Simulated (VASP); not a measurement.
Input of a VASP 6.6.1 run:

Contents of INCAR:

```
SYSTEM = TaO3
PREC = Accurate
ENCUT = 520
EDIFF = 1E-7
ISMEAR = 0
SIGMA = 0.15
LREAL = .False.
LASPH = .True.
NELM = 150
ALGO = Normal
ISIF = 2
LWAVE = .False.
LCHARG = .False.
ISPIN = 2
MAGMOM = 0 0.19 0.19 0.19
LORBIT = 11
LMAXMIX = 4
GGA = PS
NBANDS = 26
```

The input KPOINTS:

```
Automatic mesh
0
Gamma
  12 12 12
  0 0 0
```

Contents of POSCAR:

```
TaO3
1.0
    3.9602674633      0.0000000000      0.0000000000
    0.0000000000      3.9602674633      0.0000000000
    0.0000000000      0.0000000000      3.6157241940
Ta O
1 3
Direct
    0.5000000000      0.5000000000      0.5000000000
    0.0000000000      0.5000000000      0.5000000000
    0.5000000000      0.5000000000      0.0000000000
    0.5000000000      0.0000000000      0.5000000000
```

Potentials or basis: VASP PAW PBE potentials, release 64 (Ta_pv, O).

Command:

```bash
$ cat potpaw_PBE.64/Ta_pv/POTCAR potpaw_PBE.64/O/POTCAR > POTCAR
$ mpirun -np 1 vasp_std > vasp.out
```

Predict the site moments.

Ta -0.08; O +0.34, +0.19 (each value once) μB.

What does it give for the net moment?

0.94 μB per cell.

Stress tensor (GPa, compression positive):
```
 0.35  0.00  0.00
 0.00  0.35  0.00
 0.00  0.00 59.69
```

Caveat: the cell stands under pressure; the PAW data sets were made with another functional, which shifts forces and pressure a little.
